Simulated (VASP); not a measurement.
A run of VASP 6.6.1 is set up as follows.

Contents of INCAR:

```
  PREC = Accurate
  ENCUT = 520
  EDIFF = 1E-6
  ISMEAR = 0
  SIGMA = 0.15
  LREAL = F
  LASPH = T
  NELM = 60
  ALGO = Fast
  ISIF = 2
  LWAVE = F
  LCHARG = F
  GGA = PE
  NBANDS = 12
```

KPOINTS

```
regular mesh
0
Gamma
  26 26 26
```

File POSCAR:

```
Ti
1.0
   -1.5463651254      1.6277527636      1.6277527636
    1.5463651254     -1.6277527636      1.6277527636
    1.5463651254      1.6277527636     -1.6277527636
Ti
1
Direct
    0.0000000000      0.0000000000      0.0000000000
```

Potentials or basis: VASP PAW PBE potentials, release 64 (Ti_sv).

The run is started by

```console
$ cat potpaw_PBE.64/Ti_sv/POTCAR > POTCAR
$ mpirun -np 1 vasp_std > vasp.out
```

Q: Estimate the band gap on the k mesh.

A: Zero (bands 6 and 7 overlap by 1.70 eV).

Q: Estimate the pressure.

A: 5.7 GPa.

Stress tensor (GPa, compression positive):
```
4.66 0.00 0.00
0.00 6.17 0.00
0.00 0.00 6.17
```

Caveat: the cell differs from its parent crystal (strain -0.0500 x Voigt [1, 0, 0, 0, 0, 0]); the cell stands under pressure.
